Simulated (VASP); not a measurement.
ZnS (sol): single point with PBEsol

ZnS (sol):

```
Zn S
1.0
     3.78224    0.00000    0.00000
    -1.89112    3.27551    0.00000
     0.00000    0.00000    6.20818
Zn S
2 2
Direct
  0.33333 0.66667 0.99100
  0.66667 0.33333 0.49100
  0.33333 0.66667 0.38400
  0.66667 0.33333 0.88400
```

```
Program             : VASP 6.6.1
Task                : single point
Functional          : PBEsol
Potentials or basis : VASP PAW PBE potentials, release 64 (Zn, S)
Cutoff              : 520 eV
k mesh              : 9 × 9 × 6
Occupations         : gaussian, width 0.01 eV
Spin                : no spin polarisation
```

The pressure is 0.7 GPa. The largest force is 0.540 eV/Å and the band gap on the k mesh is 2.21 eV, direct.

Forces in eV/Å, atoms in the order of the input:
```
Zn   0.000  0.000  0.540
Zn   0.000  0.000  0.540
S    0.000  0.000 -0.540
S    0.000  0.000 -0.540
```

Stress tensor (GPa, compression positive):
```
 2.09  0.00  0.00
 0.00  2.09  0.00
 0.00  0.00 -2.00
```

Levels at points of the mesh, in eV from the valence-band top:
```
           k point  band 16  band 17  band 18  band 19  band 20  band 21
(0.00, 0.00, 0.00)    -0.04    -0.04     0.00     2.21     2.85     6.18
(0.00, 0.00, 0.50)    -0.47    -0.47    -0.47     3.42     3.42     6.60
```

Wall time 46 s on 1 thread of AMD EPYC 9R45 96-Core Processor (Zen 5), on a shared host, peak memory 0.2 GiB.

Caveat: the PAW data sets were made with another functional, which shifts forces and pressure a little. PBEsol gaps usually lie below the measured ones, often by a third to a half.
